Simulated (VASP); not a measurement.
Here is a VASP 6.6.1 calculation.

Contents of POSCAR:

```
In2PN
1.0
    3.8621736918      0.0000000000      0.0000000000
    0.0000000000      3.8621736918      0.0000000000
    0.0000000000      0.0000000000      5.4270904366
N In P
1 2 1
Direct
    0.0000000000      0.0000000000      0.0000000000
    0.0000000000      0.5000000000      0.7917517669
    0.5000000000      0.0000000000      0.2082482331
    0.5000000000      0.5000000000      0.5000000000
```

Contents of INCAR.step1:

```
SYSTEM = In2PN
PREC = Accurate ; ENCUT = 660
ISMEAR = 0 ; SIGMA = 0.001
LREAL = .False. ; LASPH = .True.
NELM = 120 ; NBANDS = 26
GGA = PE ; ALGO = Normal
EDIFF = 1E-5 ; LWAVE = .True.
LCHARG = .False. ; GGA_COMPAT = .False.
```

INCAR.step2

```
SYSTEM = In2PN
PREC = Accurate ; ENCUT = 660
EDIFF = 1E-6 ; ISMEAR = 0
SIGMA = 0.001 ; LREAL = .False.
LASPH = .True. ; NELM = 120
ALGO = Normal ; ISIF = 2
LWAVE = .False. ; LCHARG = .False.
METAGGA = R2SCAN ; LMIXTAU = .True.
NBANDS = 26 ; ISTART = 1
GGA_COMPAT = .False.
```

The input KPOINTS:

```
regular mesh
0
Gamma
  4 4 4
  0 0 0
```

Potentials or basis: VASP PAW PBE potentials, release 64 (N, In_d, P).

Command:

```console
$ cat potpaw_PBE.64/N/POTCAR potpaw_PBE.64/In_d/POTCAR potpaw_PBE.64/P/POTCAR > POTCAR
$ cp INCAR.step1 INCAR
$ mpirun -np 1 vasp_std > vasp.out
$ cp INCAR.step2 INCAR
$ mpirun -np 1 vasp_std > vasp.out
```

Q: What does it give for the largest force?

A: 0.019 eV/Å.

Q: Predict the band gap on the k mesh.

A: Zero (filled and empty bands touch).

Q: What does it give for the pressure?

A: 0.2 GPa.

Stress tensor (GPa, compression positive):
```
 0.28  0.00  0.00
 0.00  0.28  0.00
 0.00  0.00 -0.06
```

Caveat: the k points lie up to 0.41 Å⁻¹ apart; semilocal functionals underestimate gaps, so a narrow gap can read as zero; the PAW data sets were made with another functional, which shifts forces and pressure a little; spin-orbit coupling is left out, which moves the levels of the heavy elements.
